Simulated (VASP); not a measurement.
# PtS2 (P-3m1) in VASP: notebook

The runs below take PtS2 through single point, relaxation of cell and atoms, with PBE.

All numbers are computed with VASP 6.6.1; they aren't measurements. Logs are shortened: lines on timing, memory, paths and dates and some standing lists are left out, and cuts for length are marked.

**1. The cell of the first run**

The structure is trigonal, space group P-3m1 (No. 164). The conventional cell has a = 3.580 Å, b = 3.580 Å, c = 4.624 Å, α = 90.00°, β = 90.00°, γ = 120.00°. Within 3.2 Å of Pt (site symmetry -3m) lie 6 S at 2.39 Å. S (site symmetry 3m) has 3 Pt at 2.39 Å and 6 S at 3.03 to 3.17 Å within 3.2 Å.

**2. Single point, PBE**

Input file INCAR:

```
  PREC = Accurate
  ENCUT = 520
  EDIFF = 1E-6
  ISMEAR = -1
  SIGMA = 0.05
  LREAL = F
  LASPH = T
  NELM = 80
  ALGO = Normal
  ISIF = 2
  LWAVE = F
  LCHARG = T
  GGA = PE
  LELF = T
  LVHAR = T
  NBANDS = 18
```

Input file KPOINTS:

```
regular mesh
0
Gamma
  9 9 5
```

Input file POSCAR:

```
PtS2
1.0
    3.5797147944      0.0000000000      0.0000000000
   -1.7898573972      3.1001239502      0.0000000000
    0.0000000000      0.0000000000      4.6239076059
Pt S
1 2
Direct
    0.0000000000      0.0000000000      0.0000000000
    0.6666666667      0.3333333333      0.7394013913
    0.3333333333      0.6666666667      0.2605986087
```

Potentials or basis: VASP PAW PBE potentials, release 64 (Pt, S).

Started as:

```sh
$ cat potpaw_PBE.64/Pt/POTCAR potpaw_PBE.64/S/POTCAR > POTCAR
$ mpirun -np 1 vasp_std > vasp.out
```

OUTCAR:

```text
PREC = Accurate
   ENCUT = 520
   EDIFF = 1E-6
   ISMEAR = -1
   LREAL = F
   LASPH = T
   NELM = 80
   ISIF = 2
   GGA = PE

 ion  position               nearest neighbor table
   1  0.000  0.000  0.000-   2 2.39   3 2.39   3 2.39   2 2.39   2 2.39   3 2.39
   2  0.667  0.333  0.739-   1 2.39   1 2.39   1 2.39
   3  0.333  0.667  0.261-   1 2.39   1 2.39   1 2.39

  LATTYP: Found a hexagonal cell.
 ALAT       =     3.5797147944
 C/A-ratio  =     1.2916972082

  Lattice vectors:

 A1 = (   3.5797147944,   0.0000000000,   0.0000000000)
 A2 = (  -1.7898573972,   3.1001239502,   0.0000000000)
 A3 = (   0.0000000000,   0.0000000000,   4.6239076059)

Analysis of symmetry for initial positions (statically):
=====================================================================
 Subroutine PRICEL returns:
 Original cell was already a primitive cell.

 Routine SETGRP: Setting up the symmetry group for a
 hexagonal supercell.

 Subroutine GETGRP returns: Found 12 space group operations
 (whereof 12 operations were pure point group operations)
 out of a pool of 24 trial point group operations.

The static configuration has the point symmetry D_3d.

Analysis of symmetry for dynamics (positions and initial velocities):
=====================================================================
 Subroutine PRICEL returns:
 Original cell was already a primitive cell.

 Routine SETGRP: Setting up the symmetry group for a
 hexagonal supercell.

 Subroutine GETGRP returns: Found 12 space group operations
 (whereof 12 operations were pure point group operations)
 out of a pool of 24 trial point group operations.

The dynamic configuration has the point symmetry D_3d.

 Subroutine INISYM returns: Found 12 space group operations
 (whereof 12 operations are pure point group operations),
 and found     1 'primitive' translations

----------------------------------------------------------------------------------------

                                     Primitive cell

  volume of cell :      51.3141

  direct lattice vectors                    reciprocal lattice vectors
     3.579714794  0.000000000  0.000000000     0.279351864  0.161283874  0.000000000
    -1.789857397  3.100123950  0.000000000     0.000000000  0.322567748  0.000000000
     0.000000000  0.000000000  4.623907606     0.000000000  0.000000000  0.216267297

  length of vectors
     3.579714794  3.579714794  4.623907606     0.322567748  0.322567748  0.216267297

  position of ions in fractional coordinates (direct lattice)
     0.000000000  0.000000000  0.000000000
     0.666666667  0.333333333  0.739401391
     0.333333333  0.666666667  0.260598609

  ion indices of the primitive-cell ions
   primitive index   ion index
                 1           1
                 2           2
                 3           3

----------------------------------------------------------------------------------------

 KPOINTS: regular mesh

Automatic generation of k-mesh.
 Grid dimensions read from file:
 generate k-points for:    9    9    5

 Generating k-lattice:

  Cartesian coordinates                     Fractional coordinates (reciprocal lattice)
     0.031039096  0.017920430  0.000000000     0.111111111  0.000000000  0.000000000
     0.000000000  0.035840861  0.000000000     0.000000000  0.111111111  0.000000000
     0.000000000  0.000000000  0.043253459     0.000000000  0.000000000  0.200000000

  Length of vectors
     0.035840861  0.035840861  0.043253459

  Shift w.r.t. Gamma in fractional coordinates (k-lattice)
     0.000000000  0.000000000  0.000000000

 Subroutine IBZKPT returns following result:
 ===========================================

 Found     50 irreducible k-points:

 Following reciprocal coordinates:
            Coordinates               Weight
  0.000000  0.000000  0.000000      1.000000
  0.111111  0.000000  0.000000      6.000000
  0.222222  0.000000  0.000000      6.000000
  0.333333  0.000000  0.000000      6.000000
  0.444444  0.000000  0.000000      6.000000
  0.111111  0.111111  0.000000      6.000000
[... 16 lines left out ...]
  0.222222  0.111111  0.200000     12.000000
 -0.111111  0.333333  0.200000     12.000000
 [... further k-points ...]
   k-points           NKPTS =     50   k-points in BZ     NKDIM =     50   number of bands    NBANDS=     18
   number of dos      NEDOS =    301   number of ions     NIONS =      3
   total plane-waves  NPLWV =  28224
   dimension x,y,z NGX =    28 NGY =   28 NGZ =   36
   dimension x,y,z NGXF=    56 NGYF=   56 NGZF=   72
   ions per type =               1   2
   NGX,Y,Z   is equivalent  to a cutoff of  13.00, 13.00, 12.94 a.u.
   NGXF,Y,Z  is equivalent  to a cutoff of  26.01, 26.01, 25.89 a.u.
 SYSTEM =  unknown system
   PREC   = accura    normal or accurate (medium, high low for compatibility)
   ISTART =      0    job   : 0-new  1-cont  2-samecut
   ICHARG =      2    charge: 1-file 2-atom 10-const
   ISPIN  =      1    spin polarized calculation?
   LNONCOLLINEAR =      F non collinear calculations
   LSORBIT =      F    spin-orbit coupling
   LASPH  =      T    aspherical Exc in radial PAW
   ENCUT  =  520.0 eV  38.22 Ry    6.18 a.u.   6.66  6.66  8.60*2*pi/ulx,y,z
   NELM   =     80;   NELMIN=  2; NELMDL= -5     # of ELM steps
   EDIFF  = 0.1E-05   stopping-criterion for ELM
   LREAL  =      F    real-space projection
   EDIFFG = 0.1E-04   stopping-criterion for IOM
   NSW    =      0    number of steps for IOM
   IBRION =     -1    ionic relax: 0-MD 1-quasi-New 2-CG
   NFREE  =      0    steps in history (QN), initial steepest desc. (CG)
   ISIF   =      2    stress and relaxation
   ISYM   =      2    0-nonsym 1-usesym 2-fastsym
   POTIM  = 0.5000    time-step for ionic-motion
   TEBEG  =    0.0;   TEEND  =   0.0 temperature during run
   PSTRESS=    0.0 pullay stress
   NELECT =      22.0000    total number of electrons
   NUPDOWN=      -1.0000    fix difference up-down
   EMIN   =  10.00;   EMAX   =-10.00  energy-range for DOS
   EFERMI =   0.00;   METHOD = LEGACY
   ISMEAR =    -1;   SIGMA  =   0.05  broadening in eV -4-tet -1-fermi 0-gaus
   EFERMI_NEDOS =   21; number of points for ismear=-14 and -15
   IALGO  =     38    algorithm
   IMIX   =      4    mixing-type and parameters
     AMIX     =   0.40;   BMIX     =  1.00
     AMIX_MAG =   1.60;   BMIX_MAG =  1.00
  volume/ion in A,a.u.               =      17.10       115.43
  Fermi-wavevector in a.u.,A,eV,Ry     =   1.234441  2.332754 20.733149  1.523843
  Thomas-Fermi vector in A             =   2.369131
   LORBIT       =      0    0 simple, 1 ext, 2 COOP (PROOUT), +10 PAW based schemes
   GGA     = PE    functional components
   LHFCALC =     F    Hartree Fock is set to
   AEXX    =    0.0000 exact exchange contribution
   IVDW    =     0    specifies the selected vdW correction
   LEPSILON=     F    determine dielectric tensor
   LRPA    =     F    only Hartree local field effects (RPA)
 non-spin polarized calculation
  energy-cutoff  :      520.00
  volume of cell :       51.31
 maximum number of plane-waves:      1409
 NGX is ok and might be reduce to    28
   NGX = 13   NGY = 13   NGZ = 17

 number of electron      21.9999996 magnetization

 Free energy of the ion-electron system (eV)
  ---------------------------------------------------
  ext. energy  EPLUGINS =         0.00000000
  ---------------------------------------------------
  free energy    TOTEN  =       -15.30092662 eV

  energy without entropy =      -15.29969624  energy(sigma->0) =      -15.30031143

 E-fermi :   8.1026     XC(G=0): -11.1063

 val. band max:        7.8591226603   @ k =   0.0000   0.1111   0.2000
 cond. band min:       8.1951154859   @ k =   0.0000   0.0000   0.0000
 fundamental gap:      0.3359928256
 Fermi energy:         8.1025974678

 k-point     1 :       0.0000    0.0000    0.0000
  band No.  band energies     occupation
      1      -7.9153      2.00000
      2      -4.4045      2.00000
      3       0.4183      2.00000
      4       0.9985      2.00000
      5       0.9985      2.00000
      6       3.8581      2.00000
[... 10 lines left out ...]
     17      15.4798      0.00000
     18      20.4577      0.00000

 k-point     2 :       0.1111    0.0000    0.0000
  band No.  band energies     occupation
      1      -7.7608      2.00000
      2      -4.5209      2.00000
      3       0.5910      2.00000
      4       1.1010      2.00000
      5       1.1757      2.00000
      6       3.6236      2.00000
[... 10 lines left out ...]
     17      15.9218      0.00000
     18      18.5617      0.00000

 k-point     3 :       0.2222    0.0000    0.0000
  band No.  band energies     occupation
      1      -7.3244      2.00000
      2      -4.8048      2.00000
      3       1.0525      2.00000
      4       1.3665      2.00000
      5       1.6281      2.00000
      6       2.8044      2.00000
[... 10 lines left out ...]
     17      16.6465      0.00000
     18      17.0344      0.00000

 k-point     4 :       0.3333    0.0000    0.0000
  band No.  band energies     occupation
      1      -6.6963      2.00000
      2      -5.1487      2.00000
      3       1.1963      2.00000
      4       1.6549      2.00000
      5       1.8552      2.00000
      6       2.5960      2.00000
[... 10 lines left out ...]
     17      16.0310      0.00000
     18      16.9120      0.00000

 k-point     5 :       0.4444    0.0000    0.0000
  band No.  band energies     occupation
      1      -6.0444      2.00000
      2      -5.5309      2.00000
      3       0.4662      2.00000
      4       1.8011      2.00000
      5       2.2919      2.00000
      6       3.5307      2.00000
[... 10 lines left out ...]
     17      15.7560      0.00000
     18      18.5167      0.00000

 k-point     6 :       0.1111    0.1111    0.0000
  band No.  band energies     occupation
      1      -7.4651      2.00000
      2      -4.7179      2.00000
      3       0.9020      2.00000
      4       1.3114      2.00000
      5       1.4709      2.00000
      6       3.2609      2.00000
[... 10 lines left out ...]
     17      16.7921      0.00000
     18      17.1448      0.00000

 k-point     7 :       0.2222    0.1111    0.0000
  band No.  band energies     occupation
      1      -6.9310      2.00000
      2      -5.0151      2.00000
      3       1.3440      2.00000
      4       1.6026      2.00000
      5       1.8867      2.00000
      6       2.3609      2.00000
[... 10 lines left out ...]
     17      16.2681      0.00000
     18      17.2216      0.00000

 k-point     8 :       0.3333    0.1111    0.0000
  band No.  band energies     occupation
      1      -6.2912      2.00000
      2      -5.3386      2.00000
      3       0.8666      2.00000
      4       1.6189      2.00000
      5       2.2694      2.00000
      6       2.7218      2.00000
[... 10 lines left out ...]
     17      16.8238      0.00000
     18      17.1571      0.00000
[... 229 lines left out ...]
     17      16.8202      0.00000
     18      18.7024      0.00000

 k-point    20 :       0.4444    0.0000    0.2000
  band No.  band energies     occupation
      1      -5.8131      2.00000
      2      -5.7394      2.00000
      3       0.4430      2.00000
      4       1.7238      2.00000
      5       2.2759      2.00000
      6       3.0591      2.00000
[... 10 lines left out ...]
     17      17.1830      0.00000
     18      17.8874      0.00000

 k-point    21 :       0.0000    0.4444    0.2000
  band No.  band energies     occupation
      1      -6.1315      2.00000
      2      -5.3381      2.00000
      3       0.2045      2.00000
      4       1.6489      2.00000
      5       1.7172      2.00000
      6       3.6506      2.00000
[... 10 lines left out ...]
     17      17.4933      0.00000
     18      18.1862      0.00000

 k-point    22 :       0.1111    0.1111    0.2000
  band No.  band energies     occupation
      1      -7.2847      2.00000
      2      -5.0623      2.00000
      3       0.7829      2.00000
      4       1.2812      2.00000
      5       1.9941      2.00000
      6       3.0819      2.00000
[... 10 lines left out ...]
     17      16.3779      0.00000
     18      16.8403      0.00000

 k-point    23 :       0.2222    0.1111    0.2000
  band No.  band energies     occupation
      1      -6.7498      2.00000
      2      -5.2759      2.00000
      3       1.1266      2.00000
      4       1.5117      2.00000
      5       2.0925      2.00000
      6       2.7968      2.00000
[... 10 lines left out ...]
     17      16.3686      0.00000
     18      17.4577      0.00000

 k-point    24 :      -0.1111    0.3333    0.2000
  band No.  band energies     occupation
      1      -6.8032      2.00000
      2      -5.1570      2.00000
      3       0.8411      2.00000
      4       1.3968      2.00000
      5       1.9501      2.00000
      6       2.6640      2.00000
[... 10 lines left out ...]
     17      16.3508      0.00000
     18      18.3155      0.00000

 [... further k-points ...]
[... 5 lines left out ...]
  --------------------------------------------------------------------------------------
  -------------------------------------------------------------------------------------
  Total        1.4300717      1.4300717      1.5036967      0.0000000      0.0000000      0.0000000
  in kB       44.6510575     44.6510575     46.9498488      0.0000000      0.0000000      0.0000000
  external PRESSURE =      45.4173213 kB  Pullay stress =       0.0000000 kB

 VOLUME and BASIS-vectors are now :
 -----------------------------------------------------------------------------
  energy-cutoff  :      520.00
  volume of cell :       51.31
      direct lattice vectors                 reciprocal lattice vectors
     3.579714794  0.000000000  0.000000000     0.279351864  0.161283874  0.000000000
    -1.789857397  3.100123950  0.000000000     0.000000000  0.322567748  0.000000000
     0.000000000  0.000000000  4.623907606     0.000000000  0.000000000  0.216267297

 POSITION                                       TOTAL-FORCE (eV/Angst)
 -----------------------------------------------------------------------------------
      0.00000      0.00000      0.00000        -0.000000      0.000000      0.000000
      1.78986      1.03337      3.41892         0.000000     -0.000000      0.040676
     -0.00000      2.06675      1.20498        -0.000000      0.000000     -0.040676
 -----------------------------------------------------------------------------------
    total drift:                               -0.000000     -0.000000      0.000000

  FREE ENERGIE OF THE ION-ELECTRON SYSTEM (eV)
  ---------------------------------------------------
  free  energy   TOTEN  =       -15.3009266206 eV

  energy  without entropy=      -15.2996962398  energy(sigma->0) =      -15.30031143
```

It took 47 s on 1 thread of Intel Xeon Platinum 8488C (Sapphire Rapids), shared host; peak memory 0.2 GiB.

Results:

```
Free energy   : -15.3009 eV
Pressure      : 4.5 GPa
Largest force : 0.041 eV/Å
```

Forces in eV/Å, atoms in the order of the input:
```
Pt   0.000  0.000  0.000
S    0.000  0.000  0.041
S    0.000  0.000 -0.041
```

Stress tensor (GPa, compression positive):
```
4.47 0.00 0.00
0.00 4.47 0.00
0.00 0.00 4.69
```

Caveat: spin-orbit coupling is left out, which moves the levels of the heavy elements.

**3. Single point, PBE**

This run uses another cell than the first one, of 18.80 Å³/atom, 1.099 times its volume.

INCAR is that of step 2.

KPOINTS is that of step 2.

Input file POSCAR:

```
PtS2
1.0
    3.5800569641      0.0000000000      0.0000000000
   -1.7900284821      3.1004202779      0.0000000000
    0.0000000000      0.0000000000      5.0802339988
Pt S
1 2
Direct
    0.0000000000      0.0000000000      0.0000000000
    0.6666666667      0.3333333333      0.7606173945
    0.3333333333      0.6666666667      0.2393826055
```

Potentials or basis: VASP PAW PBE potentials, release 64 (Pt, S).

Started as:

```sh
$ cat potpaw_PBE.64/Pt/POTCAR potpaw_PBE.64/S/POTCAR > POTCAR
$ mpirun -np 1 vasp_std > vasp.out
```

Run time: 46 s. Hardware: 1 thread of Intel Xeon Platinum 8488C (Sapphire Rapids), shared host; peak memory 0.2 GiB.

The run converged. Its results:

```
Free energy            : -15.4046 eV
Pressure               : 1.6 GPa
Largest force          : 0.038 eV/Å
Band gap on the k mesh : 0.78 eV, indirect (least direct gap 1.02 eV)
```

Forces on the atoms (eV/Å):
```
Pt   0.000  0.000  0.000
S    0.000  0.000  0.038
S    0.000  0.000 -0.038
```

Stress tensor (GPa, compression positive):
```
1.50 0.00 0.00
0.00 1.50 0.00
0.00 0.00 1.70
```

Levels at points of the mesh, in eV from the valence-band top:
```
           k point  band 8  band 9  band 10  band 11  band 12  band 13  band 14  band 15
(0.00, 0.00, 0.00)   -1.95   -1.08    -1.08     0.00     2.04     2.04     4.69     5.29
```

Caveat: spin-orbit coupling is left out, which moves the levels of the heavy elements.

**4. Single point, PBE**

This run uses another cell than the first one, of 23.99 Å³/atom, 1.402 times its volume.

Input file INCAR:

```
SYSTEM = PtS2
ALGO = Normal
EDIFF = 1E-7
ENCUT = 520
GGA = PE
ISIF = 2
ISMEAR = -1
LASPH = .True.
LCHARG = .False.
LREAL = .False.
LWAVE = .False.
NBANDS = 18
NELM = 100
PREC = Accurate
SIGMA = 0.05
```

Input file KPOINTS:

```
k-points
0
Gamma
  9 9 5
  0 0 0
```

Input file POSCAR:

```
PtS2
1.0
    3.5767646850      0.0000000000      0.0000000000
   -1.7883823425      3.0975690806      0.0000000000
    0.0000000000      0.0000000000      6.4956122671
Pt S
1 2
Direct
    0.0000000000      0.0000000000      0.0000000000
    0.6666666667      0.3333333333      0.8110246208
    0.3333333333      0.6666666667      0.1889753792
```

Started as:

```sh
$ cat potpaw_PBE.64/Pt/POTCAR potpaw_PBE.64/S/POTCAR > POTCAR
$ mpirun -np 1 vasp_std > vasp.out
```

Wall time 70 s (1 thread of Intel Xeon Platinum 8488C (Sapphire Rapids), shared host); peak memory 0.22 GiB.

Results (log left out):

```
Free energy            : -15.4654 eV
Pressure               : -0.4 GPa
Largest force          : 0.037 eV/Å
Band gap on the k mesh : 1.57 eV, indirect (least direct gap 1.59 eV)
```

Forces on the atoms (eV/Å):
```
Pt   0.000  0.000  0.000
S    0.000  0.000  0.037
S    0.000  0.000 -0.037
```

Stress tensor (GPa, compression positive):
```
-0.41  0.00  0.00
 0.00 -0.41  0.00
 0.00  0.00 -0.26
```

Levels at points of the mesh, in eV from the valence-band top:
| k point | band 7 | band 8 | band 9 | band 10 | band 11 | band 12 | band 13 | band 14 | band 15 | band 16 |
| --- | --- | --- | --- | --- | --- | --- | --- | --- | --- | --- |
| (0.00, 0.00, 0.00) | -2.93 | -1.00 | -0.38 | -0.37 | -0.37 | 3.07 | 3.07 | 5.33 | 5.97 | 8.75 |

Caveat: spin-orbit coupling is left out, which moves the levels of the heavy elements; this functional lacks dispersion, which binds the layers, so the pressure and a relaxed spacing across them are unreliable. A k mesh can miss the band edges.

[end of part 1 of 2]
